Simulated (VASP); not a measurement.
The system is Al2Ru.

```
Al Ru
1.0
    -1.46862    1.46862    3.96275
     1.46862   -1.46862    3.96275
     1.46862    1.46862   -3.96275
Al Ru
2 1
Direct
  0.65908 0.65908 0.00000
  0.34092 0.34092 0.00000
  0.00000 0.00000 0.00000
```

Base run:

* Program: VASP 6.6.1
* Functional: PBEsol
* Potentials or basis: VASP PAW PBE potentials, release 64 (Al, Ru_pv)
* Cutoff: 520 eV
* k mesh: 20 × 20 × 20
* Occupations: gaussian, width 0.15 eV
* Spin: collinear spin, ferromagnetic start
* Starting moments: [0.0, 0.0, 0.562] μB
* Fixed moment: 0.5625 μB

Its results: pressure 50.7 GPa; site moments Al +0.04; Ru +0.28 μB; largest force 0.587 eV/Å.

Question: The run is repeated on the same cell with these changes: fixed moment from 0.5625 μB to 0.75 μB; moments at the start from [0.0, 0.0, 0.56] to [0.0, 0.0, 0.75]. What comes out?

Answer: Pressure 51.6 GPa; site moments Al +0.05; Ru +0.40 μB; largest force 0.568 eV/Å.

Caveats: the cell stands under pressure; the PAW data sets were made with another functional, which shifts forces and pressure a little; the total moment is fixed, so each spin has its own Fermi level.
